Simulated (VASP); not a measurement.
# Li2ClF: relaxation of cell and atoms with PBE

Crystal: Li2ClF.

```
F Li Cl
1.0
     2.78718    0.00000    0.00000
     0.00000    2.78718    0.00000
     0.00000    0.00000    3.94167
F Li Cl
1 2 1
Direct
  0.00000 0.00000 0.00000
  0.00000 0.00000 0.50000
  0.50000 0.50000 0.00000
  0.50000 0.50000 0.50000
```

```yaml
Program: VASP 6.6.1
Task: relaxation of cell and atoms
Functional: PBE
Potentials_or_basis: VASP PAW PBE potentials, release 64 (F_h, Li_sv, Cl)
Cutoff: 910 eV
k_mesh: 8 × 8 × 6
Occupations: fermi-dirac, width 0.02 eV
Spin: no spin polarisation
Dipole_correction: no
Further_INCAR_settings: ALGO = Normal; EDIFF = 1e-07; IBRION = 2; EDIFFG = -0.005; NSW = 80; ISIF = 3
```

| Quantity | Value |
| --- | --- |
| Relaxed volume | 11.42 Å³/atom |
| Relaxed cell | a = 3.198 Å, b = 3.198 Å, c = 4.466 Å, α = 90.00°, β = 90.00°, γ = 90.00° |
| Space group after relaxing (to 0.1 Å) | P4/mmm (No. 123) |
| Energy gained by relaxing | 652.6 meV/atom |
| Ionic steps | 8 |
| Pressure after relaxing | 0.0 GPa |
| Band gap on the k mesh | 6.46 eV |

Stress tensor (GPa, compression positive):
```
 0.03  0.00  0.00
 0.00  0.03  0.00
 0.00  0.00 -0.04
```

The path:
| step | energy change (eV) | largest force (eV/Å) | pressure (GPa) | volume (Å³) |
| --- | --- | --- | --- | --- |
| 1 | 0.0000 | 0.0000 | 71.95 | 30.62 |
| 2 | -2.5530 | 0.0000 | -6.28 | 48.52 |
| 3 | -2.6088 | 0.0000 | 1.11 | 45.21 |
| 4 | -2.6104 | 0.0000 | -0.01 | 45.67 |
| 5 | -2.6095 | 0.0000 | -0.82 | 46.02 |
| 6 | -2.6105 | 0.0000 | 0.08 | 45.64 |
| 7 | -2.6105 | 0.0000 | 0.02 | 45.66 |
| 8 | -2.6105 | 0.0000 | 0.01 | 45.66 |

Final structure:
```cif
data_structure
_symmetry_space_group_name_H-M 'P 1'
_symmetry_Int_Tables_number 1
_cell_length_a 3.1975
_cell_length_b 3.1975
_cell_length_c 4.4663
_cell_angle_alpha 90.000
_cell_angle_beta 90.000
_cell_angle_gamma 90.000
_cell_volume 45.66
loop_
_atom_site_label
_atom_site_type_symbol
_atom_site_fract_x
_atom_site_fract_y
_atom_site_fract_z
_atom_site_occupancy
F1 F 0.00000 0.00000 0.00000 1
Li1 Li 0.00000 0.00000 0.50000 1
Li2 Li 0.50000 0.50000 0.00000 1
Cl1 Cl 0.50000 0.50000 0.50000 1
```

Levels at points of the mesh, in eV from the valence-band top:
| k point | band 8 | band 9 | band 10 | band 11 | band 12 | band 13 |
| --- | --- | --- | --- | --- | --- | --- |
| (0.00, 0.00, 0.00) | -0.43 | -0.20 | -0.20 | 7.41 | 9.35 | 10.65 |
| (0.50, 0.00, 0.00) | -1.73 | -0.95 | -0.04 | 9.14 | 9.63 | 9.98 |
| (0.50, 0.50, 0.00) | -1.47 | -1.39 | -1.39 | 9.36 | 10.16 | 10.16 |
| (0.00, 0.00, 0.50) | -1.11 | -0.60 | -0.60 | 9.75 | 9.91 | 10.43 |
| (0.50, 0.00, 0.50) | -0.77 | -0.45 | 0.00 | 6.46 | 8.96 | 10.80 |
| (0.50, 0.50, 0.50) | -2.13 | -1.40 | -1.23 | 9.52 | 9.52 | 10.29 |

Wall time 5.8 min on 1 thread of Intel(R) Xeon(R) Platinum 8259CL CPU @ 2.50GHz (Skylake/Cascade Lake), with other jobs on the host, peak memory 0.21 GiB.

Caveat: the cutoff is under 1.25 times the usual one of these potentials, so pressure, stress and relaxed cells hold a basis-set (Pulay) error; the volume moved by over 15 % at a fixed basis, so the end points are rough. A k mesh can miss the band edges.
